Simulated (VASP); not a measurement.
# AlFe (Pm-3m) in VASP: relaxation of volume and atoms at fixed shape with PBEsol

Aim: the relaxation of volume and atoms at fixed shape of AlFe with PBEsol.

Everything below comes from runs of VASP 6.6.1. Logs are shortened: lines on timing, memory, paths and dates and some standing lists are left out, and cuts for length are marked.

**1. The cell of the first run**

The structure is cubic, space group Pm-3m (No. 221). Conventional cell: a = 2.910 Å, b = 2.910 Å, c = 2.910 Å, α = 90.00°, β = 90.00°, γ = 90.00°. Al (site symmetry m-3m) has 8 Fe at 2.52 Å and 6 Al at 2.91 Å within 3.3 Å. Within 3.3 Å of Fe (site symmetry m-3m) lie 8 Al at 2.52 Å and 6 Fe at 2.91 Å.

**2. Relaxation of volume and atoms at fixed shape, PBEsol, collinear spin, ferromagnetic start**

INCAR reads:

```
ALGO = Normal
EDIFF = 1E-6
EDIFFG = -0.01
ENCUT = 600
GGA = PS
IBRION = 2
ISIF = 8
ISMEAR = -1
ISPIN = 2
LASPH = True
LCHARG = False
LMAXMIX = 4
LORBIT = 11
LREAL = False
LWAVE = False
MAGMOM = 0 3.5
NELM = 150
NSW = 80
PREC = Accurate
SIGMA = 0.1
```

KPOINTS reads:

```
k-points
0
Gamma
  16 16 16
```

POSCAR reads:

```
AlFe
1.0
    2.9100000000      0.0000000000      0.0000000000
    0.0000000000      2.9100000000      0.0000000000
    0.0000000000      0.0000000000      2.9100000000
Al Fe
1 1
Direct
    0.0000000000      0.0000000000      0.0000000000
    0.5000000000      0.5000000000      0.5000000000
```

Potentials or basis: VASP PAW PBE potentials, release 64 (Al, Fe).

Launch:

```
$ cat potpaw_PBE.64/Al/POTCAR potpaw_PBE.64/Fe/POTCAR > POTCAR
$ mpirun -np 1 vasp_std > vasp.out
```

OUTCAR:

```text
EDIFF = 1E-6
   EDIFFG = -0.01
   ENCUT = 600
   GGA = PS
   IBRION = 2
   ISIF = 8
   ISMEAR = -1
   ISPIN = 2
   LASPH = True
   LORBIT = 11
   LREAL = False
   NELM = 150
   NSW = 80
   PREC = Accurate

 ion  position               nearest neighbor table
   1  0.000  0.000  0.000-   2 2.52   2 2.52   2 2.52   2 2.52   2 2.52   2 2.52   2 2.52   2 2.52

   2  0.500  0.500  0.500-   1 2.52   1 2.52   1 2.52   1 2.52   1 2.52   1 2.52   1 2.52   1 2.52

  LATTYP: Found a simple cubic cell.
 ALAT       =     2.9100000000

  Lattice vectors:

 A1 = (   2.9100000000,   0.0000000000,   0.0000000000)
 A2 = (   0.0000000000,   2.9100000000,   0.0000000000)
 A3 = (   0.0000000000,   0.0000000000,   2.9100000000)

Analysis of symmetry for initial positions (statically):
=====================================================================
 Subroutine PRICEL returns:
 Original cell was already a primitive cell.

 Routine SETGRP: Setting up the symmetry group for a
 simple cubic supercell.

 Subroutine GETGRP returns: Found 48 space group operations
 (whereof 48 operations were pure point group operations)
 out of a pool of 48 trial point group operations.

The static configuration has the point symmetry O_h .

Analysis of symmetry for dynamics (positions and initial velocities):
=====================================================================
 Subroutine PRICEL returns:
 Original cell was already a primitive cell.

 Routine SETGRP: Setting up the symmetry group for a
 simple cubic supercell.

 Subroutine GETGRP returns: Found 48 space group operations
 (whereof 48 operations were pure point group operations)
 out of a pool of 48 trial point group operations.

The dynamic configuration has the point symmetry O_h .

Analysis of structural, dynamic, and magnetic symmetry:
=====================================================================
 Subroutine PRICEL returns:
 Original cell was already a primitive cell.

 Routine SETGRP: Setting up the symmetry group for a
 simple cubic supercell.

 Subroutine GETGRP returns: Found 48 space group operations
 (whereof 48 operations were pure point group operations)
 out of a pool of 48 trial point group operations.

The overall configuration has the point symmetry O_h .

 Subroutine INISYM returns: Found 48 space group operations
 (whereof 48 operations are pure point group operations),
 and found     1 'primitive' translations

----------------------------------------------------------------------------------------

                                     Primitive cell

  volume of cell :      24.6422

  direct lattice vectors                    reciprocal lattice vectors
     2.910000000  0.000000000  0.000000000     0.343642612  0.000000000  0.000000000
     0.000000000  2.910000000  0.000000000     0.000000000  0.343642612  0.000000000
     0.000000000  0.000000000  2.910000000     0.000000000  0.000000000  0.343642612

  length of vectors
     2.910000000  2.910000000  2.910000000     0.343642612  0.343642612  0.343642612

  position of ions in fractional coordinates (direct lattice)
     0.000000000  0.000000000  0.000000000
     0.500000000  0.500000000  0.500000000

  ion indices of the primitive-cell ions
   primitive index   ion index
                 1           1
                 2           2

----------------------------------------------------------------------------------------

 KPOINTS: k-points

Automatic generation of k-mesh.
 Grid dimensions read from file:
 generate k-points for:   16   16   16

 Generating k-lattice:

  Cartesian coordinates                     Fractional coordinates (reciprocal lattice)
     0.021477663  0.000000000  0.000000000     0.062500000  0.000000000  0.000000000
     0.000000000  0.021477663  0.000000000     0.000000000  0.062500000  0.000000000
     0.000000000  0.000000000  0.021477663     0.000000000  0.000000000  0.062500000

  Length of vectors
     0.021477663  0.021477663  0.021477663

  Shift w.r.t. Gamma in fractional coordinates (k-lattice)
     0.000000000  0.000000000  0.000000000

 Subroutine IBZKPT returns following result:
 ===========================================

 Found    165 irreducible k-points:

 Following reciprocal coordinates:
            Coordinates               Weight
  0.000000  0.000000  0.000000      1.000000
  0.062500  0.000000  0.000000      6.000000
  0.125000  0.000000  0.000000      6.000000
  0.187500  0.000000  0.000000      6.000000
  0.250000  0.000000  0.000000      6.000000
  0.312500  0.000000  0.000000      6.000000
[... 16 lines left out ...]
  0.437500  0.125000  0.000000     24.000000
  0.500000  0.125000  0.000000     12.000000
 [... further k-points ...]
   k-points           NKPTS =    165   k-points in BZ     NKDIM =    165   number of bands    NBANDS=     11
   number of dos      NEDOS =    301   number of ions     NIONS =      2
   total plane-waves  NPLWV =  13824
   dimension x,y,z NGX =    24 NGY =   24 NGZ =   24
   dimension x,y,z NGXF=    48 NGYF=   48 NGZF=   48
   ions per type =               1   1
   NGX,Y,Z   is equivalent  to a cutoff of  13.71, 13.71, 13.71 a.u.
   NGXF,Y,Z  is equivalent  to a cutoff of  27.42, 27.42, 27.42 a.u.
 SYSTEM =  unknown system
   PREC   = accura    normal or accurate (medium, high low for compatibility)
   ISTART =      0    job   : 0-new  1-cont  2-samecut
   ICHARG =      2    charge: 1-file 2-atom 10-const
   ISPIN  =      2    spin polarized calculation?
   LNONCOLLINEAR =      F non collinear calculations
   LSORBIT =      F    spin-orbit coupling
   LASPH  =      T    aspherical Exc in radial PAW
   ENCUT  =  600.0 eV  44.10 Ry    6.64 a.u.   5.81  5.81  5.81*2*pi/ulx,y,z
   NELM   =    150;   NELMIN=  2; NELMDL= -5     # of ELM steps
   EDIFF  = 0.1E-05   stopping-criterion for ELM
   LREAL  =      F    real-space projection
   EDIFFG = -.1E-01   stopping-criterion for IOM
   NSW    =     80    number of steps for IOM
   IBRION =      2    ionic relax: 0-MD 1-quasi-New 2-CG
   NFREE  =      1    steps in history (QN), initial steepest desc. (CG)
   ISIF   =      8    stress and relaxation
   ISYM   =      2    0-nonsym 1-usesym 2-fastsym
   POTIM  = 0.5000    time-step for ionic-motion
   TEBEG  =    0.0;   TEEND  =   0.0 temperature during run
   PSTRESS=    0.0 pullay stress
   NELECT =      11.0000    total number of electrons
   NUPDOWN=      -1.0000    fix difference up-down
   EMIN   =  10.00;   EMAX   =-10.00  energy-range for DOS
   EFERMI =   0.00;   METHOD = LEGACY
   ISMEAR =    -1;   SIGMA  =   0.10  broadening in eV -4-tet -1-fermi 0-gaus
   EFERMI_NEDOS =   21; number of points for ismear=-14 and -15
   IALGO  =     38    algorithm
   IMIX   =      4    mixing-type and parameters
     AMIX     =   0.40;   BMIX     =  1.00
     AMIX_MAG =   1.60;   BMIX_MAG =  1.00
  volume/ion in A,a.u.               =      12.32        83.15
  Fermi-wavevector in a.u.,A,eV,Ry     =   1.251160  2.364349 21.298567  1.565401
  Thomas-Fermi vector in A             =   2.385120
   LORBIT       =     11    0 simple, 1 ext, 2 COOP (PROOUT), +10 PAW based schemes
   GGA     = PS    functional components
   LHFCALC =     F    Hartree Fock is set to
   AEXX    =    0.0000 exact exchange contribution
   IVDW    =     0    specifies the selected vdW correction
   LEPSILON=     F    determine dielectric tensor
   LRPA    =     F    only Hartree local field effects (RPA)
 conjugate gradient relaxation of ions
 spin polarized calculation
  energy-cutoff  :      600.00
  volume of cell :       24.64
 maximum number of plane-waves:       844
 NGX is ok and might be reduce to    24
   NGX = 11   NGY = 11   NGZ = 11

--------------------------------------- Ionic step        1  -------------------------------------------

 number of electron      10.9999994 magnetization       0.7224537

 Free energy of the ion-electron system (eV)
  ---------------------------------------------------
  ext. energy  EPLUGINS =         0.00000000
  ---------------------------------------------------
  free energy    TOTEN  =       -13.71219242 eV

  energy without entropy =      -13.63538768  energy(sigma->0) =      -13.67379005

------------------------ aborting loop because EDIFF is reached ----------------------------------------

  FORCE on cell =-STRESS in cart. coord.  units (eV):
  Direction    XX          YY          ZZ          XY          YZ          ZX
  --------------------------------------------------------------------------------------
  -------------------------------------------------------------------------------------
  Total       -1.6349409     -1.6349409     -1.6349409      0.0000000      0.0000000     -0.0000000
  in kB     -106.3000991   -106.3000991   -106.3000991      0.0000000      0.0000000     -0.0000000
  external PRESSURE =    -106.3000991 kB  Pullay stress =       0.0000000 kB
[... 57 lines left out ...]
  energy  without entropy=      -13.6551991941  energy(sigma->0) =      -13.68966256

--------------------------------------- Ionic step        3  -------------------------------------------

 number of electron      11.0000002 magnetization       0.6655949

 Free energy of the ion-electron system (eV)
  ---------------------------------------------------
  ext. energy  EPLUGINS =         0.00000000
  ---------------------------------------------------
  free energy    TOTEN  =       -13.76737365 eV

  energy without entropy =      -13.69546999  energy(sigma->0) =      -13.73142182

 E-fermi :   8.2083     XC(G=0): -12.3932

 val. band max:        8.2064059689   @ k =   0.3750   0.1875   0.1250
 cond. band min:       8.2106766839   @ k =   0.5000   0.3750   0.1250
 fundamental gap:      0.0042707149
 Fermi energy:         8.2083285682

 spin component 1

 k-point     1 :       0.0000    0.0000    0.0000
  band No.  band energies     occupation
      1      -2.3822      1.00000
      2       5.5612      1.00000
      3       5.5612      1.00000
      4       7.8763      0.96513
      5       7.8763      0.96513
      6       7.8763      0.96513
      7      14.7091      0.00000
      8      14.7091      0.00000
      9      14.7091      0.00000
     10      17.6611      0.00000
     11      17.6611      0.00000
[... 309 lines left out ...]
 k-point    24 :       0.5000    0.1250    0.0000
  band No.  band energies     occupation
      1       2.0656      1.00000
      2       2.3369      1.00000
      3       6.2931      1.00000
      4       6.7751      1.00000
      5       6.9186      1.00000
      6       7.8589      0.97052
      7       9.1217      0.00011
      8      16.0924      0.00000
      9      17.4733      0.00000
     10      19.9029      0.00000
     11      20.4774      0.00000

 [... further k-points ...]

 spin component 2

 k-point     1 :       0.0000    0.0000    0.0000
  band No.  band energies     occupation
      1      -2.3570      1.00000
      2       5.9341      1.00000
      3       5.9341      1.00000
      4       8.6294      0.01462
      5       8.6294      0.01462
      6       8.6294      0.01462
      7      14.7524      0.00000
      8      14.7524      0.00000
      9      14.7524      0.00000
     10      17.7631      0.00000
     11      17.7631      0.00000
[... 351 lines left out ...]
  FREE ENERGIE OF THE ION-ELECTRON SYSTEM (eV)
  ---------------------------------------------------
  free  energy   TOTEN  =       -13.7673736543 eV

  energy  without entropy=      -13.6954699916  energy(sigma->0) =      -13.73142182

 reached required accuracy - stopping structural energy minimisation

 total charge

# of ion       s       p       d       tot
------------------------------------------
    1        0.403   0.449   0.000   0.852
    2        0.445   0.527   6.518   7.489
--------------------------------------------------
tot          0.848   0.975   6.518   8.341

 magnetization (x)

# of ion       s       p       d       tot
------------------------------------------
    1       -0.007  -0.014   0.000  -0.021
    2       -0.000   0.007   0.688   0.695
--------------------------------------------------
tot         -0.007  -0.007   0.688   0.674
```

Wall time 1.8 min (1 thread of AMD EPYC 9R45 (Zen 5), shared host); peak memory 0.2 GiB.

What came out:

```yaml
Free_energy: -13.7674 eV
Relaxed_volume: 11.55 Å³/atom
Relaxed_cell: a = 2.848 Å, b = 2.848 Å, c = 2.848 Å, α = 90.00°, β = 90.00°, γ = 90.00°
Space_group_after_relaxing_to_0.1_Å: Pm-3m (No. 221)
Energy_gained_by_relaxing: 27.6 meV/atom
Ionic_steps: 3
Pressure_after_relaxing: -0.1 GPa
Net_moment: 0.67 μB per cell
Site_moments: Al -0.02; Fe +0.69 μB
Valence_electrons_inside_the_program's_atomic_spheres: Al 0.85; Fe 7.49
```

Step by step:
```csv
step,energy change (eV),largest force (eV/Å),pressure (GPa),volume (Å³)
1,0.0000,0.0000,-10.63,24.64
2,-0.0119,0.0000,11.75,21.84
3,-0.0552,0.0000,-0.09,23.09
```

Final structure:
```
Al Fe
1.0
     2.84758    0.00000    0.00000
     0.00000    2.84758    0.00000
     0.00000    0.00000    2.84758
Al Fe
1 1
Direct
  0.00000 0.00000 0.00000
  0.50000 0.50000 0.50000
```

Caveat: the PAW data sets were made with another functional, which shifts forces and pressure a little.
